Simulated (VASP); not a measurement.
# MgAl15HN16 (a cell with a defect) in VASP: a series of runs, part 2 of 2

VASP 6.6.1. The steps go on from the part before.

### Step 4. Single point, PBE

INCAR reads:

```
SYSTEM = MgAl15HN16
  PREC = Accurate
  ENCUT = 520
  EDIFF = 1E-6
  ISMEAR = -1
  SIGMA = 0.01
  LREAL = Auto
  LASPH = .True.
  NELM = 60
  ALGO = Normal
  ISIF = 2
  LWAVE = .False.
  LCHARG = .False.
  GGA = PE
  NBANDS = 86
```

KPOINTS reads:

```
Automatic mesh
0
Gamma
  2 2 2
  0.5 0.5 0.5
```

POSCAR reads:

```
MgAl15HN16
1.0
    6.2595139128      0.0000000578      0.0000000000
   -3.1297570064      5.4208980350      0.0000000000
    0.0000000000      0.0000000000     10.0348065929
Al Mg N H
15 1 16 1
Direct
    0.3297819290      0.1709116665      0.2372462960
    0.3326978727      0.1678275971      0.7539889055
    0.1643233818      0.3362435922      0.9981620281
    0.3322308120      0.6708268310      0.2502063971
    0.1532908859      0.8159520320      0.5061951453
    0.3324603115      0.6644348000      0.7521376820
    0.1641034131      0.8335552379      0.9999777303
    0.8298014288      0.1684195194      0.2501613487
    0.6845994899      0.3472459870      0.5061583865
    0.8359636512      0.1679860900      0.7521593724
    0.6670007085      0.3365156824      0.9999910835
    0.8313474950      0.6692903320      0.2497965012
    0.6626073010      0.8377535087      0.5011062983
    0.8312013356      0.6694541722      0.7528516377
    0.6648018412      0.8357590776      1.0011461537
    0.1703632259      0.3299184012      0.4985245970
    0.3499365284      0.1506107108      0.4311683846
    0.1643115124      0.3363841730      0.1896251023
    0.3316904549      0.1688694735      0.9436240303
    0.1690258924      0.3312639614      0.7004944375
    0.3381566964      0.6850373182      0.4368801781
    0.1639904805      0.8334466570      0.1886304534
    0.3315783491      0.6713987667      0.9417504058
    0.1660954611      0.8322061824      0.6929312753
    0.8152377860      0.1621235109      0.4368201571
    0.6670970536      0.3365620480      0.1886240667
    0.8291092469      0.1689926922      0.9417790866
    0.6684296290      0.3345537585      0.6929192057
    0.8294827649      0.6710027419      0.4405025997
    0.6664961746      0.8341413697      0.1897138905
    0.8301856845      0.6703511330      0.9409442362
    0.6667421175      0.8336019099      0.6915429936
    0.4437551211      0.0565612877      0.4043931606
```

Potentials or basis: VASP PAW PBE potentials, release 64 (Al, Mg, N, H).

Launch:

```
cat potpaw_PBE.64/Al/POTCAR potpaw_PBE.64/Mg/POTCAR potpaw_PBE.64/N/POTCAR potpaw_PBE.64/H/POTCAR > POTCAR
mpirun -np 1 vasp_std > vasp.out
```

OUTCAR:

```text
SYSTEM = MgAl15HN16
   PREC = Accurate
   ENCUT = 520
   EDIFF = 1E-6
   ISMEAR = -1
   LREAL = Auto
   LASPH = .True.
   NELM = 60
   ISIF = 2
   GGA = PE

 ion  position               nearest neighbor table
   1  0.330  0.171  0.237-  18 1.86  26 1.89  22 1.89  17 1.96  33 2.08   3 3.00  11 3.00   7 3.00
                             4 3.12   8 3.12  12 3.13  12 3.13  16 3.14   8 3.14   4 3.14   9 3.31
   2  0.333  0.168  0.754-  20 1.85  19 1.90  24 1.92  28 1.92   3 3.06   7 3.06  11 3.06  16 3.11
                             6 3.11  10 3.11  14 3.13  14 3.13   5 3.13   9 3.13  10 3.15   6 3.15
   3  0.164  0.336  0.998-  19 1.90  23 1.90  27 1.90  18 1.92   1 3.00   6 3.04  10 3.04   2 3.06
                             8 3.11   4 3.11   7 3.11  11 3.11  15 3.13  15 3.13  11 3.15   7 3.15
   4  0.332  0.671  0.250-  21 1.87  22 1.90  30 1.91  18 1.91  15 3.08   7 3.09  13 3.09  16 3.10
                             3 3.11   5 3.11   8 3.11   1 3.12  12 3.13  12 3.13   1 3.14   8 3.14
   5  0.153  0.816  0.506-  21 1.86  24 1.88  29 1.88  33 1.97  17 1.97   9 2.93  14 3.03   6 3.05
                            16 3.10  12 3.11   4 3.11  13 3.12   2 3.13  13 3.14  16 3.17   1 3.31
   6  0.332  0.664  0.752-  20 1.88  23 1.90  24 1.91  32 1.91   3 3.04   5 3.05  15 3.08   7 3.09
                            13 3.09  14 3.11  10 3.11   2 3.11  16 3.13   2 3.15  10 3.15  14 3.15
   7  0.164  0.834  1.000-  23 1.88  22 1.89  19 1.90  31 1.90   1 3.00   2 3.06  14 3.07   4 3.09
[... 1226 lines left out ...]
------------------------ aborting loop because EDIFF is reached ----------------------------------------

  FORCE on cell =-STRESS in cart. coord.  units (eV):
  Direction    XX          YY          ZZ          XY          YZ          ZX
  --------------------------------------------------------------------------------------
  -------------------------------------------------------------------------------------
  Total        6.4422808      6.5941891      9.6212363      0.1340198     -0.5766682      0.9744775
  in kB       30.3130318     31.0278102     45.2710540      0.6306068     -2.7134121      4.5852346
  external PRESSURE =      35.5372987 kB  Pullay stress =       0.0000000 kB

 VOLUME and BASIS-vectors are now :
 -----------------------------------------------------------------------------
  energy-cutoff  :      520.00
  volume of cell :      340.50
      direct lattice vectors                 reciprocal lattice vectors
     6.259513913  0.000000058  0.000000000     0.159756813  0.092235641  0.000000000
    -3.129757006  5.420898035  0.000000000    -0.000000002  0.184471279  0.000000000
     0.000000000  0.000000000 10.034806593     0.000000000  0.000000000  0.099653141

 POSITION                                       TOTAL-FORCE (eV/Angst)
 -----------------------------------------------------------------------------------
      1.52936      0.92649      2.38072         0.134939     -0.085869     -0.105893
      1.55727      0.90978      7.56613         0.113938     -0.059620     -0.082767
     -0.02378      1.82274     10.01636        -0.128173      0.072426     -0.113288
     -0.01992      3.63648      2.51077         0.124108     -0.050843     -0.089624
     -1.59421      4.42319      5.07957        -0.038994      0.117178     -0.089410
      0.00152      3.60183      7.54756         0.111268     -0.079941     -0.104425
[... 25 lines left out ...]
      1.56451      4.51887      6.93950        -0.186773      0.115239      0.030799
      2.60067      0.30661      4.05801        -0.040711      0.026482      0.009059
 -----------------------------------------------------------------------------------
    total drift:                                0.005049     -0.002786      0.025451

  FREE ENERGIE OF THE ION-ELECTRON SYSTEM (eV)
  ---------------------------------------------------
  free  energy   TOTEN  =      -237.1793729133 eV

  energy  without entropy=     -237.1793729133  energy(sigma->0) =     -237.17937291
```

stdout:

```text
POSCAR found type information on POSCAR AlMgN H
 POSCAR found :  4 types and      33 ions
 scaLAPACK will be used
 LDA part: xc-table for (Slater+PW92), standard interpolation
 POSCAR, INCAR and KPOINTS ok, starting setup
 FFT: planning ... GRIDC
 FFT: planning ... GRID_SOFT
 FFT: planning ... GRID
 WAVECAR not read
 entering main loop
```

It took 5 min on 1 thread of Intel Xeon 6975P-C (Granite Rapids), shared host; peak memory 0.57 GiB.

What came out:

```yaml
Free_energy: -237.1794 eV
Pressure: 3.6 GPa
Largest_force: 0.377 eV/Å
Band_gap_on_the_k_mesh: 4.86 eV
```

Forces on the atoms (eV/Å):
```
Al   0.135 -0.086 -0.106
Al   0.114 -0.060 -0.083
Al  -0.128  0.072 -0.113
Al   0.124 -0.051 -0.090
Al  -0.039  0.117 -0.089
Al   0.111 -0.080 -0.104
Al  -0.113  0.078 -0.094
Al   0.107 -0.085 -0.086
Al  -0.122 -0.030 -0.086
Al   0.121 -0.059 -0.106
Al  -0.124  0.055 -0.098
Al   0.094 -0.058 -0.123
Al  -0.092  0.053 -0.079
Al   0.122 -0.077 -0.085
Al  -0.124  0.070 -0.089
Mg  -0.121  0.070 -0.091
N    0.325 -0.190  0.011
N   -0.188  0.105  0.106
N    0.193 -0.112  0.140
N   -0.169  0.105  0.213
N    0.106 -0.071  0.062
N   -0.177  0.120  0.087
N    0.182 -0.113  0.090
N   -0.169  0.095  0.103
N    0.119 -0.048  0.066
N   -0.188  0.103  0.088
N    0.192 -0.102  0.089
N   -0.173  0.092  0.103
N    0.082 -0.043  0.167
N   -0.154  0.087  0.077
N    0.181 -0.100  0.079
N   -0.187  0.115  0.031
H   -0.041  0.026  0.009
```

Caveat: the k points lie up to 0.58 Å⁻¹ apart.
